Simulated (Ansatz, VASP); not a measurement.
NaI: VASP beside Ansatz

```
Na I
1.0
     5.47007    0.00000    0.00000
    -2.73504    4.73722    0.00000
     0.00000    0.00000    6.52620
Na I
2 2
Cartesian
  0.0000 3.1581 1.6316
  2.7350 1.5791 4.8947
  2.7350 1.5791 1.6316
  0.0000 3.1581 4.8947
```

Alike in both runs: task single point; functional r2SCAN; k mesh 6 × 6 × 4; no spin polarisation.

```csv
,VASP,Ansatz
version,VASP 6.6.1,Ansatz 0.2.0
potentials or method,"VASP PAW PBE potentials, release 64 (Na_pv, I)","plane waves, PAW"
plane-wave cutoff (eV),520,500
occupations,"gaussian, width 0.01 eV",fixed
valence electrons in the cell,28,52
```

VASP gave:

- gap on the k mesh at the Fermi level (eV): 4.15
- pressure (GPa): -0.4

Problem. What did Ansatz give for the same quantities?

Solution. gap on the k mesh at the Fermi level (eV): 4.14; pressure (GPa): -0.4.

VASP's potentials were made for PBE, not for r2SCAN. VASP's potentials hold 28 valence electrons a cell and Ansatz's 52, so a difference there can come from the potentials and not from the codes.

Spin-orbit coupling is off throughout.
